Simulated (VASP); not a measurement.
# Ti2Ge (F-43m) in VASP: further runs

Runs on Ti2Ge. Level: PBE. Tasks: single point, relaxation of cell and atoms.

All numbers are computed with VASP 6.6.1; they aren't measurements. Logs are shortened: lines on timing, memory, paths and dates and some standing lists are left out, and cuts for length are marked.

### Step 1. The cell of the first run

The structure is cubic, space group F-43m (No. 216). Conventional cell: a = 9.197 Å, b = 9.197 Å, c = 9.197 Å, α = 90.00°, β = 90.00°, γ = 90.00°. Within 3.2 Å of Ti (site symmetry 3m) lie 1 Ge at 2.40 Å and 3 Ti at 2.59 Å. Ge (site symmetry -43m) has 4 Ti at 2.40 Å within 3.2 Å. Ge (site symmetry -43m) has 12 Ti at 3.90 Å and 4 Ge at 3.98 Å within 5.1 Å.

The cell was built from a structure type or drawn by symmetry, and may not be a known phase.

### Step 2. Single point, PBE

INCAR

```
ALGO = Normal
EDIFF = 1E-6
ENCUT = 520
GGA = PE
ISIF = 2
ISMEAR = 0
LASPH = T
LCHARG = T
LELF = T
LREAL = F
LVHAR = T
LWAVE = F
NBANDS = 47
NELM = 100
PREC = Accurate
SIGMA = 0.1
```

KPOINTS

```
k-points
0
Gamma
  4 4 4
```

POSCAR

```
Ti2Ge
1.0
    0.0000000000      4.5985867373      4.5985867373
    4.5985867373      0.0000000000      4.5985867373
    4.5985867373      4.5985867373      0.0000000000
Ti Ge
4 2
Direct
    0.4006191411      0.4006191411      0.4006191411
    0.4006191411      0.4006191411      0.7981425766
    0.4006191411      0.7981425766      0.4006191411
    0.7981425766      0.4006191411      0.4006191411
    0.2500000000      0.2500000000      0.2500000000
    0.0000000000      0.0000000000      0.0000000000
```

Potentials or basis: VASP PAW PBE potentials, release 64 (Ti_sv, Ge_d).

Command:

```console
$ cat potpaw_PBE.64/Ti_sv/POTCAR potpaw_PBE.64/Ge_d/POTCAR > POTCAR
$ mpirun -np 1 vasp_std > vasp.out
```

OUTCAR:

```text
EDIFF = 1E-6
   ENCUT = 520
   GGA = PE
   ISIF = 2
   ISMEAR = 0
   LASPH = T
   LREAL = F
   NELM = 100
   PREC = Accurate

 ion  position               nearest neighbor table
   1  0.401  0.401  0.401-   5 2.40   3 2.59   4 2.59   2 2.59
   2  0.401  0.401  0.798-   5 2.40   3 2.59   4 2.59   1 2.59
   3  0.401  0.798  0.401-   5 2.40   2 2.59   4 2.59   1 2.59
   4  0.798  0.401  0.401-   5 2.40   2 2.59   3 2.59   1 2.59
   5  0.250  0.250  0.250-   1 2.40   2 2.40   3 2.40   4 2.40
   6  0.000  0.000  0.000-

  LATTYP: Found a face centered cubic cell.
 ALAT       =     9.1971734746

  Lattice vectors:

 A1 = (   0.0000000000,   4.5985867373,   4.5985867373)
 A2 = (   4.5985867373,   0.0000000000,   4.5985867373)
 A3 = (   4.5985867373,   4.5985867373,   0.0000000000)

Analysis of symmetry for initial positions (statically):
=====================================================================
 Subroutine PRICEL returns:
 Original cell was already a primitive cell.

 Routine SETGRP: Setting up the symmetry group for a
 face centered cubic supercell.

 Subroutine GETGRP returns: Found 24 space group operations
 (whereof 24 operations were pure point group operations)
 out of a pool of 48 trial point group operations.

The static configuration has the point symmetry T_d .

Analysis of symmetry for dynamics (positions and initial velocities):
=====================================================================
 Subroutine PRICEL returns:
 Original cell was already a primitive cell.

 Routine SETGRP: Setting up the symmetry group for a
 face centered cubic supercell.

 Subroutine GETGRP returns: Found 24 space group operations
 (whereof 24 operations were pure point group operations)
 out of a pool of 48 trial point group operations.

The dynamic configuration has the point symmetry T_d .

 Subroutine INISYM returns: Found 24 space group operations
 (whereof 24 operations are pure point group operations),
 and found     1 'primitive' translations

----------------------------------------------------------------------------------------

                                     Primitive cell

  volume of cell :     194.4926

  direct lattice vectors                    reciprocal lattice vectors
     0.000000000  4.598586737  4.598586737    -0.108729057  0.108729057  0.108729057
     4.598586737  0.000000000  4.598586737     0.108729057 -0.108729057  0.108729057
[... 79 lines left out ...]
   NSW    =      0    number of steps for IOM
   IBRION =     -1    ionic relax: 0-MD 1-quasi-New 2-CG
   NFREE  =      0    steps in history (QN), initial steepest desc. (CG)
   ISIF   =      2    stress and relaxation
   ISYM   =      2    0-nonsym 1-usesym 2-fastsym
   POTIM  = 0.5000    time-step for ionic-motion
   TEBEG  =    0.0;   TEEND  =   0.0 temperature during run
   PSTRESS=    0.0 pullay stress
   NELECT =      76.0000    total number of electrons
   NUPDOWN=      -1.0000    fix difference up-down
   EMIN   =  10.00;   EMAX   =-10.00  energy-range for DOS
   EFERMI =   0.00;   METHOD = LEGACY
   ISMEAR =     0;   SIGMA  =   0.10  broadening in eV -4-tet -1-fermi 0-gaus
   EFERMI_NEDOS =   21; number of points for ismear=-14 and -15
   IALGO  =     38    algorithm
   IMIX   =      4    mixing-type and parameters
     AMIX     =   0.40;   BMIX     =  1.00
     AMIX_MAG =   1.60;   BMIX_MAG =  1.00
  volume/ion in A,a.u.               =      32.42       218.75
  Fermi-wavevector in a.u.,A,eV,Ry     =   1.196864  2.261746 19.490136  1.432485
  Thomas-Fermi vector in A             =   2.332794
   LORBIT       =      0    0 simple, 1 ext, 2 COOP (PROOUT), +10 PAW based schemes
   GGA     = PE    functional components
   LHFCALC =     F    Hartree Fock is set to
   AEXX    =    0.0000 exact exchange contribution
   IVDW    =     0    specifies the selected vdW correction
   LEPSILON=     F    determine dielectric tensor
   LRPA    =     F    only Hartree local field effects (RPA)
 non-spin polarized calculation
 Gauss-broadening in eV      SIGMA  =   0.10
  energy-cutoff  :      520.00
  volume of cell :      194.49
 maximum number of plane-waves:      5297
   NGX = 25   NGY = 25   NGZ = 25

 number of electron      75.9999992 magnetization

 Free energy of the ion-electron system (eV)
  ---------------------------------------------------
  ext. energy  EPLUGINS =         0.00000000
  ---------------------------------------------------
  free energy    TOTEN  =       -30.80598846 eV

  energy without entropy =      -30.70175739  energy(sigma->0) =      -30.75387293

 E-fermi :   2.4601     XC(G=0):  -8.2830

 val. band max:        2.4552950928   @ k =  -0.2500   0.5000   0.2500
 cond. band min:       2.4900069302   @ k =   0.2500   0.0000   0.0000
 fundamental gap:      0.0347118375
 Fermi energy:         2.4600991483

 k-point     1 :       0.0000    0.0000    0.0000
  band No.  band energies     occupation
      1     -54.4300      2.00000
      2     -54.2818      2.00000
      3     -54.2818      2.00000
      4     -54.2818      2.00000
      5     -30.9407      2.00000
      6     -30.8666      2.00000
[... 389 lines left out ...]
     46       4.1758      0.00000
     47       4.3341      0.00000

------------------------ aborting loop because EDIFF is reached ----------------------------------------

  FORCE on cell =-STRESS in cart. coord.  units (eV):
  Direction    XX          YY          ZZ          XY          YZ          ZX
  --------------------------------------------------------------------------------------
  -------------------------------------------------------------------------------------
  Total        0.0413457      0.0413457      0.0413457      0.0000000      0.0000000     -0.0000000
  in kB        0.3405946      0.3405946      0.3405946      0.0000000      0.0000000     -0.0000000
  external PRESSURE =       0.3405946 kB  Pullay stress =       0.0000000 kB

 VOLUME and BASIS-vectors are now :
 -----------------------------------------------------------------------------
  energy-cutoff  :      520.00
  volume of cell :      194.49
      direct lattice vectors                 reciprocal lattice vectors
     0.000000000  4.598586737  4.598586737    -0.108729057  0.108729057  0.108729057
     4.598586737  0.000000000  4.598586737     0.108729057 -0.108729057  0.108729057
     4.598586737  4.598586737  0.000000000     0.108729057  0.108729057 -0.108729057

 POSITION                                       TOTAL-FORCE (eV/Angst)
 -----------------------------------------------------------------------------------
      3.68456      3.68456      3.68456         0.014242      0.014242      0.014242
      5.51261      5.51261      3.68456        -0.014242     -0.014242      0.014242
      5.51261      3.68456      5.51261        -0.014242      0.014242     -0.014242
      3.68456      5.51261      5.51261         0.014242     -0.014242     -0.014242
      2.29929      2.29929      2.29929        -0.000000     -0.000000     -0.000000
      0.00000      0.00000      0.00000        -0.000000     -0.000000     -0.000000
 -----------------------------------------------------------------------------------
    total drift:                                0.000001      0.000001      0.000001

  FREE ENERGIE OF THE ION-ELECTRON SYSTEM (eV)
  ---------------------------------------------------
  free  energy   TOTEN  =       -30.8059884626 eV

  energy  without entropy=      -30.7017573894  energy(sigma->0) =      -30.75387293
```

stdout:

```text
POSCAR found type information on POSCAR TiGe
 POSCAR found :  2 types and       6 ions
 scaLAPACK will be used
 LDA part: xc-table for (Slater+PW92), standard interpolation
 POSCAR, INCAR and KPOINTS ok, starting setup
 FFT: planning ... GRIDC
 FFT: planning ... GRID_SOFT
 FFT: planning ... GRID
 WAVECAR not read
 entering main loop
```

Wall time 3 min (1 thread of Intel Xeon 8259CL, shared host); peak memory 0.35 GiB.

What came out:

* Free energy: -30.8060 eV
* Pressure: 0.0 GPa
* Largest force: 0.025 eV/Å
* Band gap on the k mesh: zero (bands 38 and 39 overlap by 0.18 eV)

Forces in eV/Å, atoms in the order of the input:
```
Ti   0.014  0.014  0.014
Ti  -0.014 -0.014  0.014
Ti  -0.014  0.014 -0.014
Ti   0.014 -0.014 -0.014
Ge   0.000  0.000  0.000
Ge   0.000  0.000  0.000
```

### Step 3. Relaxation of cell and atoms, PBE

This run uses another cell than the first one, of 17.65 Å³/atom.

INCAR

```
ALGO = Normal
EDIFF = 1E-7
EDIFFG = -0.04
ENCUT = 600
GGA = PE
IBRION = 2
ISIF = 3
ISMEAR = 0
LASPH = T
LCHARG = F
LREAL = F
LWAVE = F
NELM = 60
NSW = 90
PREC = Accurate
SIGMA = 0.1
```

KPOINTS is that of step 2.

POSCAR

```
Ti2Ge
1.0
    0.0000000000      3.7547860300      3.7547860300
    3.7547860300      0.0000000000      3.7547860300
    3.7547860300      3.7547860300      0.0000000000
Ti Ge
4 2
Direct
    0.3989499300      0.3989499300      0.3989499300
    0.3989499300      0.3989499300      0.8031502000
    0.3989499300      0.8031502000      0.3989499300
    0.8031502000      0.3989499300      0.3989499300
    0.2500000000      0.2500000000      0.2500000000
    0.0000000000      0.0000000000      0.0000000000
```

Potentials or basis: VASP PAW PBE potentials, release 64 (Ti_sv, Ge_d).

Command:

```console
$ cat potpaw_PBE.64/Ti_sv/POTCAR potpaw_PBE.64/Ge_d/POTCAR > POTCAR
$ mpirun -np 1 vasp_std > vasp.out
```

It took 18 min on 1 thread of Intel Xeon 8259CL, shared host; peak memory 0.28 GiB.

Results (log left out):

| Item | Value |
| --- | --- |
| Free energy | -30.7048 eV |
| Relaxed volume | 32.10 Å³/atom |
| Relaxed cell | a = 6.482 Å, b = 6.482 Å, c = 6.482 Å, α = 60.00°, β = 60.00°, γ = 60.00° |
| Space group after relaxing (to 0.1 Å) | F-43m (No. 216) |
| Energy gained by relaxing | 1495.1 meV/atom |
| Ionic steps | 11 |
| Pressure after relaxing | 0.0 GPa |
| Largest force after relaxing | 0.004 eV/Å |
| Band gap on the k mesh | zero (bands 38 and 39 overlap by 0.18 eV) |

Forces on the atoms (eV/Å):
```
Ti  -0.002 -0.002 -0.002
Ti   0.002  0.002 -0.002
Ti   0.002 -0.002  0.002
Ti  -0.002  0.002  0.002
Ge   0.000  0.000  0.000
Ge   0.000  0.000  0.000
```

The path:
```csv
step,energy change (eV),largest force (eV/Å),pressure (GPa),volume (Å³)
1,0.0000,4.3565,54.67,105.87
2,-6.8143,4.0841,-0.48,227.54
3,-7.5354,3.8843,5.59,167.48
4,-7.5253,4.3127,3.07,184.94
5,-8.6189,0.1770,-3.59,221.04
6,-8.7623,0.6839,-2.22,210.81
7,-8.7626,0.7359,-2.13,210.28
8,-8.9446,0.3798,-0.67,197.21
9,-8.9674,0.1470,0.25,191.18
10,-8.9674,0.1629,0.19,191.55
11,-8.9704,0.0035,-0.02,192.62
```

Final structure:
```
Ti Ge
1.0
     0.00000    4.58380    4.58380
     4.58380    0.00000    4.58380
     4.58380    4.58380    0.00000
Ti Ge
4 2
Cartesian
  3.6728 3.6728 3.6728
  5.4948 5.4948 3.6728
  5.4948 3.6728 5.4948
  3.6728 5.4948 5.4948
  2.2919 2.2919 2.2919
  0.0000 4.5838 4.5838
```

Levels at points of the mesh, in eV from the Fermi level:
| k point | band 35 | band 36 | band 37 | band 38 | band 39 | band 40 | band 41 | band 42 |
| --- | --- | --- | --- | --- | --- | --- | --- | --- |
| (0.00, 0.00, 0.00) | -0.83 | -0.70 | -0.11 | -0.11 | 0.06 | 0.06 | 0.06 | 1.49 |
| (0.50, 0.00, 0.00) | -0.58 | -0.21 | -0.21 | 0.06 | 0.21 | 0.21 | 0.33 | 0.59 |
| (0.50, 0.50, 0.00) | -0.63 | -0.46 | -0.31 | -0.11 | -0.11 | -0.05 | 0.20 | 0.62 |

Caveat: the k points lie up to 0.30 Å⁻¹ apart in the final cell; the volume moved by over 15 % at a fixed basis, so the end points are rough.

(Part 1 of 2 ends here.)
